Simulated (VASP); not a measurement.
# Al2Cu3 (R-3m) in VASP: a series of runs, part 3 of 3

VASP 6.6.1. Earlier steps stand in the parts before.

## (6) Single point, PBE

INCAR reads:

```
SYSTEM = Al2Cu3
PREC = Accurate
ENCUT = 520
EDIFF = 1E-6
ISMEAR = 0
SIGMA = 0.1
LREAL = .FALSE.
LASPH = .TRUE.
NELM = 100
ALGO = Fast
ISIF = 2
LWAVE = .FALSE.
LCHARG = .FALSE.
GGA = PE
NBANDS = 28
```

KPOINTS reads:

```
regular mesh
0
G
  12 12 12
  0 0 0
```

POSCAR reads:

```
Al2Cu3
1.0
    2.0839596693      1.2031746760      4.3319794125
   -2.0839596693      1.2031746760      4.3319794125
    0.0000000000     -2.4063493521      4.3319794125
Al Cu
2 3
Direct
    0.8969959021      0.8969959021      0.8969959021
    0.1030040979      0.1030040979      0.1030040979
    0.3014438347      0.3014438347      0.3014438347
    0.6985561653      0.6985561653      0.6985561653
    0.5000000000      0.5000000000      0.5000000000
```

Potentials or basis: VASP PAW PBE potentials, release 64 (Al, Cu).

Command:

```console
$ cat potpaw_PBE.64/Al/POTCAR potpaw_PBE.64/Cu/POTCAR > POTCAR
$ mpirun -np 1 vasp_std > vasp.out
```

OUTCAR:

```text
SYSTEM = Al2Cu3
   PREC = Accurate
   ENCUT = 520
   EDIFF = 1E-6
   ISMEAR = 0
   LREAL = .FALSE.
   LASPH = .TRUE.
   NELM = 100
   ISIF = 2
   GGA = PE

 ion  position               nearest neighbor table
   1  0.897  0.897  0.897-   5 2.54   5 2.54   5 2.54   3 2.58   3 2.58   3 2.58   4 2.58   2 2.68
                             2 2.92   2 2.92   2 2.92   4 2.98   4 2.98   4 2.98
   2  0.103  0.103  0.103-   5 2.54   5 2.54   5 2.54   4 2.58   4 2.58   4 2.58   3 2.58   1 2.68
                             1 2.92   1 2.92   1 2.92   3 2.98   3 2.98   3 2.98
   3  0.301  0.301  0.301-   4 2.55   4 2.55   4 2.55   1 2.58   1 2.58   1 2.58   2 2.58   5 2.58
                             2 2.98   2 2.98   2 2.98
[... 954 lines left out ...]
  -------------------------------------------------------------------------------------
  Total        0.0899912      0.0899912      0.0796667      0.0000000     -0.0000000      0.0000000
  in kB        2.2123558      2.2123558      1.9585365      0.0000000     -0.0000000      0.0000000
  external PRESSURE =       2.1277494 kB  Pullay stress =       0.0000000 kB

 VOLUME and BASIS-vectors are now :
 -----------------------------------------------------------------------------
  energy-cutoff  :      520.00
  volume of cell :       65.17
      direct lattice vectors                 reciprocal lattice vectors
     2.083959669  1.203174676  4.331979412     0.239927868  0.138522419  0.076947119
    -2.083959669  1.203174676  4.331979412    -0.239927868  0.138522419  0.076947119
     0.000000000 -2.406349352  4.331979412     0.000000000 -0.277044838  0.076947119

 POSITION                                       TOTAL-FORCE (eV/Angst)
 -----------------------------------------------------------------------------------
      0.00000     -0.00000     11.65730         0.000000     -0.000000      0.003439
      0.00000     -0.00000      1.33863         0.000000      0.000000     -0.003439
      0.00000     -0.00000      3.91755         0.000000     -0.000000      0.004304
      0.00000     -0.00000      9.07839         0.000000      0.000000     -0.004304
      0.00000     -0.00000      6.49797        -0.000000     -0.000000     -0.000000
 -----------------------------------------------------------------------------------
    total drift:                                0.000000      0.000000     -0.000000

  FREE ENERGIE OF THE ION-ELECTRON SYSTEM (eV)
  ---------------------------------------------------
  free  energy   TOTEN  =       -19.5292195093 eV

  energy  without entropy=      -19.5250659815  energy(sigma->0) =      -19.52714275
```

OSZICAR:

```text
N       E                     dE             d eps       ncg     rms          rms(c)
DAV:   1     0.266748936398E+03    0.26675E+03   -0.16440E+04 10632   0.195E+03
DAV:   2    -0.452274273590E+01   -0.27127E+03   -0.26062E+03 10608   0.344E+02
DAV:   3    -0.238304419753E+02   -0.19308E+02   -0.18394E+02 11776   0.127E+02
DAV:   4    -0.243498387635E+02   -0.51940E+00   -0.51733E+00 16108   0.240E+01
DAV:   5    -0.243567350576E+02   -0.68963E-02   -0.68954E-02 16288   0.240E+00    0.186E+01
RMM:   6    -0.242969539302E+02    0.59781E-01   -0.63845E+01 12041   0.114E+02    0.146E+01
RMM:   7    -0.195284241633E+02    0.47685E+01   -0.17241E+01 11229   0.627E+01    0.127E+00
RMM:   8    -0.195319976728E+02   -0.35735E-02   -0.47180E-01 12853   0.107E+01    0.832E-01
RMM:   9    -0.195311255121E+02    0.87216E-03   -0.10769E-01 13431   0.226E+00    0.524E-01
RMM:  10    -0.195283080111E+02    0.28175E-02   -0.25883E-02 12774   0.189E+00    0.192E-01
RMM:  11    -0.195290692333E+02   -0.76122E-03   -0.11857E-02 14956   0.865E-01    0.890E-02
RMM:  12    -0.195292131871E+02   -0.14395E-03   -0.17719E-03 15797   0.292E-01    0.362E-02
RMM:  13    -0.195292142589E+02   -0.10719E-05   -0.28207E-04 13807   0.122E-01    0.171E-02
RMM:  14    -0.195292215561E+02   -0.72972E-05   -0.72186E-05 14233   0.730E-02    0.137E-02
RMM:  15    -0.195292186942E+02    0.28619E-05   -0.23053E-05 12331   0.591E-02    0.597E-03
RMM:  16    -0.195292194416E+02   -0.74747E-06   -0.10476E-05 12577   0.248E-02    0.222E-03
RMM:  17    -0.195292195093E+02   -0.67646E-07   -0.12411E-06  7585   0.105E-02
   1 F= -.19529220E+02 E0= -.19527143E+02  d E =-.415353E-02
```

stdout:

```text
POSCAR found type information on POSCAR AlCu
 POSCAR found :  2 types and       5 ions
 scaLAPACK will be used
 LDA part: xc-table for (Slater+PW92), standard interpolation
 POSCAR, INCAR and KPOINTS ok, starting setup
 FFT: planning ... GRIDC
 FFT: planning ... GRID_SOFT
 FFT: planning ... GRID
 WAVECAR not read
 entering main loop
WARNING in EDDRMM: call to ZHEGV failed, returncode =   8  4     28
```

Wall time 19 min (1 thread of Intel Xeon Platinum 8375C at 2.90GHz (Ice Lake), shared host); peak memory 0.44 GiB.

Results:

```
Free energy            : -19.5292 eV
Pressure               : 0.2 GPa
Largest force          : 0.004 eV/Å
Band gap on the k mesh : zero (an odd number of electrons rules out a gap without spin polarisation)
```

Forces on the atoms (eV/Å):
```
Al   0.000  0.000  0.003
Al   0.000  0.000 -0.003
Cu   0.000  0.000  0.004
Cu   0.000  0.000 -0.004
Cu   0.000  0.000  0.000
```

Levels at points of the mesh, in eV from the Fermi level:
```tsv
k point	band 16	band 17	band 18	band 19	band 20	band 21	band 22	band 23	band 24	band 25
(0.00, 0.00, 0.00)	-3.02	-2.29	-0.71	1.66	1.66	1.85	1.85	2.96	3.00	4.07
(0.50, 0.00, 0.00)	-3.08	-3.08	-2.92	-0.05	0.16	0.32	1.04	1.96	3.54	3.94
(0.50, 0.50, 0.00)	-3.00	-2.99	-2.97	-2.55	-2.07	0.49	5.08	5.70	5.71	6.30
(0.50, 0.50, 0.50)	-3.11	-2.95	0.90	0.90	1.64	1.69	1.69	4.24	4.70	4.74
```

## (7) Single point, PBE

This run uses another cell than the first one: it holds 10 atoms, not 5.

INCAR reads:

```
SYSTEM = Al2Cu3
ALGO = Fast ; EDIFF = 1E-6
ENCUT = 520 ; GGA = PE
ISIF = 2 ; ISMEAR = 0
LASPH = .True. ; LCHARG = .True.
LELF = .True. ; LREAL = .False.
LVHAR = .True. ; LWAVE = .False.
NBANDS = 50 ; NELM = 100
PREC = Accurate ; SIGMA = 0.2
```

KPOINTS reads:

```
k-points
0
Gamma
  6 6 4
  0 0 0
```

POSCAR reads:

```
Al2Cu3
1.0
   -2.0839596693      3.6095240281      0.0000000000
    2.0839596693     -1.2031746760     -4.3319794125
   -6.2518790079     -3.6095240281      0.0000000000
Al Cu
4 6
Direct
    0.6545061469      0.3090122938      0.5515020490
    0.1545061469      0.3090122938      0.0515020490
    0.8454938531      0.6909877062      0.9484979510
    0.3454938531      0.6909877062      0.4484979510
    0.5478342479      0.0956684959      0.8492780826
    0.0478342479      0.0956684959      0.3492780826
    0.9521657521      0.9043315041      0.6507219174
    0.4521657521      0.9043315041      0.1507219174
    0.2500000000      0.5000000000      0.7500000000
    0.7500000000      0.5000000000      0.2500000000
```

Command:

```console
$ cat potpaw_PBE.64/Al/POTCAR potpaw_PBE.64/Cu/POTCAR > POTCAR
$ mpirun -np 1 vasp_std > vasp.out
```

Run time: 11 min. Hardware: 1 thread of Intel Xeon Platinum 8375C at 2.90GHz (Ice Lake), shared host; peak memory 0.37 GiB.

The run converged. Its results:

```yaml
Free_energy: -39.0809 eV
Pressure: 0.1 GPa
Largest_force: 0.013 eV/Å
Band_gap_on_the_k_mesh: zero (bands 39 and 40 overlap by 2.58 eV)
```

Forces in eV/Å, atoms in the order of the input:
```
Al  -0.005 -0.003  0.012
Al  -0.005 -0.003  0.012
Al   0.005  0.003 -0.012
Al   0.005  0.003 -0.012
Cu   0.001  0.000  0.005
Cu   0.001  0.000  0.005
Cu  -0.001  0.000 -0.005
Cu  -0.001  0.000 -0.005
Cu   0.000  0.000  0.000
Cu   0.000  0.000  0.000
```

Stress tensor (GPa, compression positive):
```
0.36 0.25 0.07
0.25 0.08 0.04
0.07 0.04 0.00
```

Levels at points of the mesh, in eV from the Fermi level:
| k point | band 36 | band 37 | band 38 | band 39 | band 40 | band 41 | band 42 | band 43 |
| --- | --- | --- | --- | --- | --- | --- | --- | --- |
| (0.00, 0.00, 0.00) | -0.74 | -0.08 | 0.13 | 0.29 | 1.01 | 1.63 | 1.64 | 1.82 |
| (0.50, 0.00, 0.00) | -2.66 | -2.28 | -2.28 | -1.66 | -1.66 | 1.94 | 1.94 | 3.58 |
| (0.00, 0.50, 0.00) | -2.58 | -2.10 | 0.46 | 0.87 | 0.87 | 1.61 | 1.66 | 1.66 |
| (0.00, 0.00, 0.50) | -2.00 | 0.00 | 0.00 | 0.03 | 0.03 | 1.34 | 1.34 | 1.59 |
| (0.50, 0.00, 0.50) | -2.95 | -2.58 | -2.10 | -0.08 | 0.14 | 0.29 | 0.46 | 1.01 |
| (0.00, 0.50, 0.50) | -2.03 | -1.41 | -1.41 | 0.68 | 0.68 | 0.78 | 0.78 | 4.53 |

## (8) Overview

```tsv
task	cell	k mesh	cutoff (eV)	smearing	gap on the mesh (eV)	pressure (GPa)	largest force (eV/Å)
single point	a = 4.953 Å, angles 49.7°, 5 atoms, atomic positions A	6 × 6 × 6	520	gaussian 0.1 eV	none	0.2	0.02
single point	a = 5.025 Å, angles 50.5°, 5 atoms, atomic positions B	6 × 6 × 6	520	gaussian 0.1 eV	none	-6.6	0.44
relaxation of cell and atoms	relaxed from a = 5.025 Å, angles 50.5°, 5 atoms, atomic positions B	6 × 6 × 6	600	gaussian 0.1 eV	none	-0.1	0.04
single point	a = 4.955 Å, angles 49.7°, 5 atoms, atomic positions C	12 × 12 × 12	520	gaussian 0.1 eV	none	0.2	-
single point	a = 4.168, b = 4.955, c = 7.219 Å, angles 104.1, 90.0, 114.9°, 10 atoms, atomic positions D	6 × 6 × 4	520	gaussian 0.2 eV	none	0.1	0.01
```

Alike in all rows: level PBE; potentials or basis VASP PAW PBE potentials, release 64 (Al, Cu); no spin polarisation.

Caveats: the cell stands under tension (at least some runs).

Absolute energies hang on the potentials; compare differences alone.
